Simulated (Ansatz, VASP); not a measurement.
# Mg2SO: VASP beside Ansatz

Contents of INCAR:

```
PREC = Accurate ; ENCUT = 520
EDIFF = 1E-6 ; ISMEAR = -1
SIGMA = 0.02 ; LREAL = False
LASPH = True ; NELM = 100
ALGO = Normal ; ISIF = 2
LWAVE = False ; LCHARG = False
GGA = PE ; NBANDS = 16
```

Contents of KPOINTS:

```
Automatic mesh
0
Gamma
  8 8 6
```

File POSCAR:

```
Mg2SO
1.0
    3.4083939438      0.0000000000      0.0000000000
    0.0000000000      3.4083939438      0.0000000000
    0.0000000000      0.0000000000      4.7611186781
O Mg S
1 2 1
Direct
    0.0000000000      0.0000000000      0.0000000000
    0.0000000000      0.0000000000      0.5000000000
    0.5000000000      0.5000000000      0.0000000000
    0.5000000000      0.5000000000      0.5000000000
```

Input for Ansatz:

```yaml
crystal:
  lattice:
    - [3.4083939438, 0.0, 0.0]
    - [0.0, 3.4083939438, 0.0]
    - [0.0, 0.0, 4.7611186781]
  atoms:
    - { symbol: O, position: [0.0, 0.0, 0.0] }
    - { symbol: Mg, position: [0.0, 0.0, 0.5] }
    - { symbol: S, position: [0.5, 0.5, 0.5] }
    - { symbol: Mg, position: [0.5, 0.5, 0.0] }
kpoints:
  mp_grid: { grid: [8, 8, 6] }
  band_path:
    path:
      - [[0.0, 0.0, 0.0], [0.0, 0.5, 0.0], [0.5, 0.5, 0.0], [0.0, 0.0, 0.0], [0.0, 0.0, 0.5], [0.0, 0.5, 0.5], [0.5, 0.5, 0.5], [0.0, 0.0, 0.5]]
      - [[0.0, 0.5, 0.0], [0.0, 0.5, 0.5]]
      - [[0.5, 0.5, 0.0], [0.5, 0.5, 0.5]]
    npoints: 10
hamiltonian:
  xc: pbe
scf:
  occupations: { method: fermi_dirac, width: 0.02 }
  n_extra_bands: 5
output:
  forces: true
  stress: true
  eigenvalues: true
```

Alike in both runs: task single point; functional PBE; k mesh 8 × 8 × 6; occupations fermi-dirac, width 0.02 eV; no spin polarisation.

```csv
,VASP,Ansatz
version,VASP 6.6.1,Ansatz 0.2.0
potentials or method,"VASP PAW PBE potentials, release 64 (O, Mg, S)","plane waves, PAW"
plane-wave cutoff (eV),520,420
valence electrons in the cell,16,32
```

VASP gave:

* gap on the k mesh at the Fermi level (eV): 3.17
* pressure (GPa): 2.0

Q: Which values does Ansatz return?

A: gap on the k mesh at the Fermi level (eV): 3.19; pressure (GPa): 2.4.

VASP's potentials hold 16 valence electrons a cell and Ansatz's 32, so a difference there can come from the potentials and not from the codes.
